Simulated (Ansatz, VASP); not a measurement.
**H: VASP beside Ansatz**

Contents of POSCAR:

```
H
1.0
   -1.8273431164      1.8273431164      2.3404364281
    1.8273431164     -1.8273431164      2.3404364281
    1.8273431164      1.8273431164     -2.3404364281
H
2
Direct
    0.9207567407      0.9207567407      0.0000000000
    0.0792432593      0.0792432593      0.0000000000
```

The input INCAR.step1:

```
  PREC = Accurate
  ENCUT = 520
  ISMEAR = 0
  SIGMA = 0.01
  LREAL = False
  LASPH = True
  NELM = 80
  NBANDS = 8
  GGA = PE
  ALGO = Normal
  EDIFF = 1E-4
  LWAVE = True
  LCHARG = False
```

File INCAR.step2:

```
  PREC = Accurate
  ENCUT = 520
  EDIFF = 1E-6
  ISMEAR = 0
  SIGMA = 0.01
  LREAL = False
  LASPH = True
  NELM = 80
  ALGO = Normal
  ISIF = 2
  LWAVE = False
  LCHARG = False
  METAGGA = R2SCAN
  LMIXTAU = True
  NBANDS = 8
  ISTART = 1
```

KPOINTS

```
regular mesh
0
Gamma
  10 10 10
```

Input for Ansatz:

```yaml
crystal:
  lattice:
    - [-1.82734311644, 1.82734311644, 2.3404364281]
    - [1.82734311644, -1.82734311644, 2.3404364281]
    - [1.82734311644, 1.82734311644, -2.3404364281]
  atoms:
    - { symbol: H, position: [0.920756740728, 0.920756740728, 0.0] }
    - { symbol: H, position: [0.079243259272, 0.079243259272, 0.0] }
kpoints:
  mp_grid: { grid: [10, 10, 10] }
scf:
  occupations: { method: fixed }
hamiltonian:
  xc: r2scan
  pseudopotentials: { kind: paw }
output:
  forces: true
  stress: true
  eigenvalues: true
  eigenstates:
    nscf_kmesh: { grid: [16, 16, 16] }
    de_dk: true
    e_range: [-4, 14.29537103145]
  optics:
    e_range: [0, 25]
    de: 0.2
    sigma: 0.2
    bands: { spectra_wanted_up_to: 25 }
    nscf_kmesh: { grid: [16, 16, 16] }
checkpoint:
  write: ck
  write_wavefunctions: false
```

Alike in both runs: task single point; functional r2SCAN; k mesh 10 × 10 × 10; no spin polarisation.

|  | VASP | Ansatz |
| --- | --- | --- |
| version | VASP 6.6.1 | Ansatz 0.2.0 |
| potentials or method | VASP PAW PBE potentials, release 64 (H) | PAW with Ansatz's default frozen-core files, scalar-relativistic |
| plane-wave cutoff (eV) | 520 | 500 |
| occupations | gaussian, width 0.01 eV | fixed |
| valence electrons in the cell | 2 | 2 |

|  | VASP | Ansatz | Ansatz less VASP |
| --- | --- | --- | --- |
| gap on the k mesh at the Fermi level (eV) | 10.30 | 10.30 | -0.007 |
| pressure (GPa) | -0.1 | 0.0 | +0.15 |

VASP's potentials were made for PBE, not for r2SCAN.
